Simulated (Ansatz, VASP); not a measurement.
TaN: VASP beside Ansatz

```
CELL_PARAMETERS angstrom
3.05000 0.00000 0.00000
-1.52500 2.64138 0.00000
0.00000 0.00000 4.94000
ATOMIC_POSITIONS crystal
Ta 0.33333 0.66667 0.00000
Ta 0.66667 0.33333 0.50000
N 0.33333 0.66667 0.38500
N 0.66667 0.33333 0.88500
```

Alike in both runs: task electric field gradients; functional PBE; k mesh 9 × 9 × 5; occupations fermi-dirac, width 0.03 eV; no spin polarisation.

|  | VASP | Ansatz |
| --- | --- | --- |
| version | VASP 6.6.1 | Ansatz 0.2.0 |
| potentials or method | VASP PAW PBE potentials, release 64 (Ta_pv, N), cutoff 520 eV | all-electron PAW with datasets made for the crystal, scalar-relativistic |

|  | VASP | Ansatz | Ansatz less VASP |
| --- | --- | --- | --- |
| rms of the force components (eV/Å) | 1.348 | 1.319 | -0.0292 |
| size of Vzz on the site where it differs most (V/Å²) | 123.8 | 119.9 | -3.90 |

Atom by atom the forces differ by 0.029 eV/Å (rms over components). Ansatz ran all-electron here, and VASP with PAW potentials.

Neither program's run includes spin-orbit coupling.
